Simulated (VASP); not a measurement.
# HfSn3S8 (P-3m1) in VASP: relaxation of cell and atoms with PBE

Aim: the relaxation of cell and atoms of HfSn3S8 with PBE.

All numbers are computed with VASP 6.6.1; they aren't measurements. Logs are shortened: lines on timing, memory, paths and dates and some standing lists are left out, and cuts for length are marked.

### 1 The cell of the first run

It takes space group P-3m1 (No. 164, trigonal). The conventional cell has a = 3.690 Å, b = 3.690 Å, c = 27.274 Å, α = 90.00°, β = 90.00°, γ = 120.00°. Hf (site symmetry -3m) has 6 S at 2.57 Å within 3.4 Å. Sn (site symmetry -3m) has 6 S at 2.60 Å within 3.4 Å. Sn (site symmetry 3m) has 6 S at 2.60 Å within 3.4 Å. Within 3.4 Å of S (site symmetry 3m) lie 3 Sn at 2.60 Å. Within 3.4 Å of S (site symmetry 3m) lie 3 Sn at 2.60 Å. Within 3.4 Å of S (site symmetry 3m) lie 3 Hf at 2.57 Å. Within 3.4 Å of S (site symmetry 3m) lie 3 Sn at 2.60 Å.

### 2 Relaxation of cell and atoms, PBE

Contents of INCAR:

```
SYSTEM = HfSn3S8
  PREC = Accurate
  ENCUT = 600
  EDIFF = 1E-6
  ISMEAR = 0
  SIGMA = 0.02
  LREAL = .False.
  LASPH = .True.
  NELM = 80
  ALGO = Normal
  ISIF = 3
  LWAVE = .False.
  LCHARG = .False.
  GGA = PE
  IBRION = 2
  NSW = 100
  EDIFFG = -0.01
  KPAR = 4
```

Contents of KPOINTS:

```
regular mesh
0
Gamma
  12 12 1
  0 0 0
```

Contents of POSCAR:

```
HfSn3S8
1.0
    3.6897010710      0.0000000029      0.0000000000
   -1.8448505380      3.1953748584      0.0000000000
    0.0000000000      0.0000000000     27.2738753207
Hf Sn S
1 3 8
Direct
    0.0000000000      0.0000000000      0.5000000000
    0.0000000000      0.0000000000      0.0000000000
    0.0000000000      0.0000000000      0.2515906398
    0.0000000000      0.0000000000      0.7484093602
    0.3333333333      0.6666666667      0.0543561016
    0.3333333333      0.6666666667      0.3059484847
    0.3333333333      0.6666666667      0.5524007576
    0.3333333333      0.6666666667      0.8027654918
    0.6666666667      0.3333333333      0.1972345082
    0.6666666667      0.3333333333      0.4475992424
    0.6666666667      0.3333333333      0.6940515153
    0.6666666667      0.3333333333      0.9456438984
```

Potentials or basis: VASP PAW PBE potentials, release 64 (Hf_pv, Sn_d, S).

Run with:

```
> cat potpaw_PBE.64/Hf_pv/POTCAR potpaw_PBE.64/Sn_d/POTCAR potpaw_PBE.64/S/POTCAR > POTCAR
> mpirun -np 4 vasp_std > vasp.out
```

OUTCAR:

```text
SYSTEM = HfSn3S8
   PREC = Accurate
   ENCUT = 600
   EDIFF = 1E-6
   ISMEAR = 0
   LREAL = .False.
   LASPH = .True.
   NELM = 80
   ISIF = 3
   GGA = PE
   IBRION = 2
   NSW = 100
   EDIFFG = -0.01

 ion  position               nearest neighbor table
   1  0.000  0.000  0.500-   7 2.57  10 2.57   7 2.57  10 2.57  10 2.57   7 2.57
   2  0.000  0.000  0.000-   5 2.60  12 2.60   5 2.60  12 2.60  12 2.60   5 2.60
   3  0.000  0.000  0.252-   9 2.60   9 2.60   9 2.60   6 2.60   6 2.60   6 2.60
   4  0.000  0.000  0.748-   8 2.60   8 2.60   8 2.60  11 2.60  11 2.60  11 2.60
   5  0.333  0.667  0.054-   2 2.60   2 2.60   2 2.60
   6  0.333  0.667  0.306-   3 2.60   3 2.60   3 2.60
   7  0.333  0.667  0.552-   1 2.57   1 2.57   1 2.57
   8  0.333  0.667  0.803-   4 2.60   4 2.60   4 2.60
   9  0.667  0.333  0.197-   3 2.60   3 2.60   3 2.60
  10  0.667  0.333  0.448-   1 2.57   1 2.57   1 2.57
  11  0.667  0.333  0.694-   4 2.60   4 2.60   4 2.60
  12  0.667  0.333  0.946-   2 2.60   2 2.60   2 2.60

  LATTYP: Found a hexagonal cell.
 ALAT       =     3.6897010710
 C/A-ratio  =     7.3918929463

  Lattice vectors:

 A1 = (   3.6897010710,   0.0000000029,   0.0000000000)
 A2 = (  -1.8448505380,   3.1953748584,   0.0000000000)
 A3 = (   0.0000000000,   0.0000000000,  27.2738753207)

Analysis of symmetry for initial positions (statically):
=====================================================================
 Subroutine PRICEL returns:
 Original cell was already a primitive cell.

 Routine SETGRP: Setting up the symmetry group for a
 hexagonal supercell.

 Subroutine GETGRP returns: Found 12 space group operations
 (whereof 12 operations were pure point group operations)
 out of a pool of 24 trial point group operations.

The static configuration has the point symmetry D_3d.

Analysis of symmetry for dynamics (positions and initial velocities):
=====================================================================
 Subroutine PRICEL returns:
 Original cell was already a primitive cell.

 Routine SETGRP: Setting up the symmetry group for a
 hexagonal supercell.

 Subroutine GETGRP returns: Found 12 space group operations
 (whereof 12 operations were pure point group operations)
 out of a pool of 24 trial point group operations.

The dynamic configuration has the point symmetry D_3d.

 Subroutine INISYM returns: Found 12 space group operations
 (whereof 12 operations are pure point group operations),
 and found     1 'primitive' translations

----------------------------------------------------------------------------------------

                                     Primitive cell

  volume of cell :     321.5584

  direct lattice vectors                    reciprocal lattice vectors
     3.689701071  0.000000003  0.000000000     0.271024666  0.156476164  0.000000000
    -1.844850538  3.195374858  0.000000000    -0.000000000  0.312952328  0.000000000
     0.000000000  0.000000000 27.273875321     0.000000000  0.000000000  0.036665123

  length of vectors
     3.689701071  3.689701071 27.273875321     0.312952328  0.312952328  0.036665123

  position of ions in fractional coordinates (direct lattice)
     0.000000000  0.000000000  0.500000000
     0.000000000  0.000000000  0.000000000
     0.000000000  0.000000000  0.251590640
     0.000000000  0.000000000  0.748409360
     0.333333333  0.666666667  0.054356102
     0.333333333  0.666666667  0.305948485
     0.333333333  0.666666667  0.552400758
     0.333333333  0.666666667  0.802765492
     0.666666667  0.333333333  0.197234508
     0.666666667  0.333333333  0.447599242
     0.666666667  0.333333333  0.694051515
     0.666666667  0.333333333  0.945643898

  ion indices of the primitive-cell ions
   primitive index   ion index
                 1           1
                 2           2
                 3           3
                 4           4
                 5           5
                 6           6
                 7           7
                 8           8
                 9           9
                10          10
                11          11
                12          12

----------------------------------------------------------------------------------------

 KPOINTS: regular mesh

Automatic generation of k-mesh.
 Grid dimensions read from file:
 generate k-points for:   12   12    1

 Generating k-lattice:

  Cartesian coordinates                     Fractional coordinates (reciprocal lattice)
     0.022585389  0.013039680  0.000000000     0.083333333  0.000000000  0.000000000
    -0.000000000  0.026079361  0.000000000     0.000000000  0.083333333  0.000000000
     0.000000000  0.000000000  0.036665123     0.000000000  0.000000000  1.000000000

  Length of vectors
     0.026079361  0.026079361  0.036665123

  Shift w.r.t. Gamma in fractional coordinates (k-lattice)
     0.000000000  0.000000000  0.000000000

 Subroutine IBZKPT returns following result:
 ===========================================

 Found     19 irreducible k-points:

 Following reciprocal coordinates:
            Coordinates               Weight
  0.000000  0.000000  0.000000      1.000000
  0.083333 -0.000000  0.000000      6.000000
  0.166667 -0.000000  0.000000      6.000000
  0.250000 -0.000000  0.000000      6.000000
  0.333333 -0.000000  0.000000      6.000000
  0.416667 -0.000000  0.000000      6.000000
[... 11 lines left out ...]
  0.333333  0.250000  0.000000     12.000000
  0.333333  0.333333  0.000000      2.000000
   k-points           NKPTS =     19   k-points in BZ     NKDIM =     19   number of bands    NBANDS=     60
   number of dos      NEDOS =    301   number of ions     NIONS =     12
   total plane-waves  NPLWV = 201600
   dimension x,y,z NGX =    30 NGY =   30 NGZ =  224
   dimension x,y,z NGXF=    60 NGYF=   60 NGZF=  448
   ions per type =               1   3   8
   NGX,Y,Z   is equivalent  to a cutoff of  13.52, 13.52, 13.65 a.u.
   NGXF,Y,Z  is equivalent  to a cutoff of  27.03, 27.03, 27.31 a.u.
 SYSTEM =  HfSn3S8
   PREC   = accura    normal or accurate (medium, high low for compatibility)
   ISTART =      0    job   : 0-new  1-cont  2-samecut
   ICHARG =      2    charge: 1-file 2-atom 10-const
   ISPIN  =      1    spin polarized calculation?
   LNONCOLLINEAR =      F non collinear calculations
   LSORBIT =      F    spin-orbit coupling
   LASPH  =      T    aspherical Exc in radial PAW
   ENCUT  =  600.0 eV  44.10 Ry    6.64 a.u.   7.37  7.37 54.47*2*pi/ulx,y,z
   NELM   =     80;   NELMIN=  2; NELMDL= -5     # of ELM steps
   EDIFF  = 0.1E-05   stopping-criterion for ELM
   LREAL  =      F    real-space projection
   EDIFFG = -.1E-01   stopping-criterion for IOM
   NSW    =    100    number of steps for IOM
   IBRION =      2    ionic relax: 0-MD 1-quasi-New 2-CG
   NFREE  =      1    steps in history (QN), initial steepest desc. (CG)
   ISIF   =      3    stress and relaxation
   ISYM   =      2    0-nonsym 1-usesym 2-fastsym
   POTIM  = 0.5000    time-step for ionic-motion
   TEBEG  =    0.0;   TEEND  =   0.0 temperature during run
   PSTRESS=    0.0 pullay stress
   NELECT =     100.0000    total number of electrons
   NUPDOWN=      -1.0000    fix difference up-down
   EMIN   =  10.00;   EMAX   =-10.00  energy-range for DOS
   EFERMI =   0.00;   METHOD = LEGACY
   ISMEAR =     0;   SIGMA  =   0.02  broadening in eV -4-tet -1-fermi 0-gaus
   EFERMI_NEDOS =   21; number of points for ismear=-14 and -15
   IALGO  =     38    algorithm
   IMIX   =      4    mixing-type and parameters
     AMIX     =   0.40;   BMIX     =  1.00
     AMIX_MAG =   1.60;   BMIX_MAG =  1.00
  volume/ion in A,a.u.               =      26.80       180.83
  Fermi-wavevector in a.u.,A,eV,Ry     =   1.109145  2.095980 16.737914  1.230202
  Thomas-Fermi vector in A             =   2.245681
   LORBIT       =      0    0 simple, 1 ext, 2 COOP (PROOUT), +10 PAW based schemes
   GGA     = PE    functional components
   LHFCALC =     F    Hartree Fock is set to
   AEXX    =    0.0000 exact exchange contribution
   IVDW    =     0    specifies the selected vdW correction
   LEPSILON=     F    determine dielectric tensor
   LRPA    =     F    only Hartree local field effects (RPA)
 conjugate gradient relaxation of ions
 non-spin polarized calculation
 Gauss-broadening in eV      SIGMA  =   0.02
  energy-cutoff  :      600.00
  volume of cell :      321.56
 maximum number of plane-waves:     10809
 NGX is ok and might be reduce to    30
   NGX = 15   NGY = 15   NGZ =109

--------------------------------------- Ionic step        1  -------------------------------------------

 number of electron     100.0000000 magnetization

 number of electron      99.9999999 magnetization

 Free energy of the ion-electron system (eV)
  ---------------------------------------------------
  ext. energy  EPLUGINS =         0.00000000
  ---------------------------------------------------
  free energy    TOTEN  =       -62.59076538 eV

  energy without entropy =      -62.59076538  energy(sigma->0) =      -62.59076538

------------------------ aborting loop because EDIFF is reached ----------------------------------------

  FORCE on cell =-STRESS in cart. coord.  units (eV):
  Direction    XX          YY          ZZ          XY          YZ          ZX
  --------------------------------------------------------------------------------------
  -------------------------------------------------------------------------------------
  Total       -0.3842403     -0.3842403     -0.1894295     -0.0000000      0.0000000     -0.0000000
  in kB       -1.9144925     -1.9144925     -0.9438402     -0.0000000      0.0000000     -0.0000000
  external PRESSURE =      -1.5909417 kB  Pullay stress =       0.0000000 kB
[... 215 lines left out ...]
  energy  without entropy=      -62.5914167492  energy(sigma->0) =      -62.59141675

--------------------------------------- Ionic step        6  -------------------------------------------

 number of electron      99.9999997 magnetization

 Free energy of the ion-electron system (eV)
  ---------------------------------------------------
  ext. energy  EPLUGINS =         0.00000000
  ---------------------------------------------------
  free energy    TOTEN  =       -62.59143635 eV

  energy without entropy =      -62.59143635  energy(sigma->0) =      -62.59143635

 E-fermi :   2.8463     XC(G=0):  -8.6113

 val. band max:        2.6880944661   @ k =   0.0000   0.0000   0.0000
 cond. band min:       3.9172308820   @ k =   0.5000  -0.0000   0.0000
 fundamental gap:      1.2291364159
 Fermi energy:         2.8463325851

 k-point     1 :       0.0000    0.0000    0.0000
  band No.  band energies     occupation
      1     -27.9852      2.00000
      2     -27.8763      2.00000
      3     -27.8763      2.00000
      4     -18.3621      2.00000
      5     -18.3621      2.00000
      6     -18.3621      2.00000
[... 1225 lines left out ...]
  FREE ENERGIE OF THE ION-ELECTRON SYSTEM (eV)
  ---------------------------------------------------
  free  energy   TOTEN  =       -62.5914363548 eV

  energy  without entropy=      -62.5914363548  energy(sigma->0) =      -62.59143635

 reached required accuracy - stopping structural energy minimisation
```

Run time: 12 min. Hardware: 4 MPI ranks of Oxide Virtual Turin-like, shared host; peak memory 0.75 GiB.

Results:

```
Free energy                           : -62.5914 eV
Relaxed volume                        : 26.75 Å³/atom
Relaxed cell                          : a = 3.686 Å, b = 3.686 Å, c = 27.280 Å, α = 90.00°, β = 90.00°, γ = 120.00°
Space group after relaxing (to 0.1 Å) : P-3m1 (No. 164)
Energy gained by relaxing             : 0.1 meV/atom
Ionic steps                           : 6
Pressure after relaxing               : 0.0 GPa
Largest force after relaxing          : 0.005 eV/Å
Band gap on the k mesh                : 1.23 eV (least direct gap 1.76 eV)
```

Forces in eV/Å, atoms in the order of the input:
```
Hf   0.000  0.000  0.000
Sn   0.000  0.000  0.000
Sn   0.000  0.000  0.000
Sn   0.000  0.000  0.000
S    0.000  0.000 -0.005
S    0.000  0.000 -0.005
S    0.000  0.000 -0.005
S    0.000  0.000 -0.005
S    0.000  0.000  0.005
S    0.000  0.000  0.005
S    0.000  0.000  0.005
S    0.000  0.000  0.005
```

Step by step:
| step | energy change (eV) | largest force (eV/Å) | pressure (GPa) | volume (Å³) |
| --- | --- | --- | --- | --- |
| 1 | 0.0000 | 0.0681 | -0.16 | 321.56 |
| 2 | -0.0003 | 0.0282 | 0.15 | 320.32 |
| 3 | -0.0005 | 0.0210 | 0.03 | 320.82 |
| 4 | -0.0005 | 0.0222 | 0.03 | 320.84 |
| 5 | -0.0007 | 0.0118 | 0.01 | 320.90 |
| 6 | -0.0007 | 0.0054 | 0.01 | 320.95 |

Final structure:
```yaml
crystal:
  lattice:
    - [3.68575, 0.00000, 0.00000]
    - [-1.84288, 3.19196, 0.00000]
    - [0.00000, 0.00000, 27.28022]
  atoms:
    - { symbol: Hf, position: [0.00000, 0.00000, 0.50000] }
    - { symbol: Sn, position: [0.00000, 0.00000, 0.00000] }
    - { symbol: Sn, position: [0.00000, 0.00000, 0.25159] }
    - { symbol: Sn, position: [0.00000, 0.00000, 0.74841] }
    - { symbol: S, position: [0.33333, 0.66667, 0.05438] }
    - { symbol: S, position: [0.33333, 0.66667, 0.30597] }
    - { symbol: S, position: [0.33333, 0.66667, 0.55225] }
    - { symbol: S, position: [0.33333, 0.66667, 0.80279] }
    - { symbol: S, position: [0.66667, 0.33333, 0.19721] }
    - { symbol: S, position: [0.66667, 0.33333, 0.44775] }
    - { symbol: S, position: [0.66667, 0.33333, 0.69403] }
    - { symbol: S, position: [0.66667, 0.33333, 0.94562] }
```

Caveat: spin-orbit coupling is left out, which moves the levels of the heavy elements; this functional lacks dispersion, which binds layers or chains, so the pressure and a relaxed spacing across them are unreliable. A k mesh can miss the band edges.
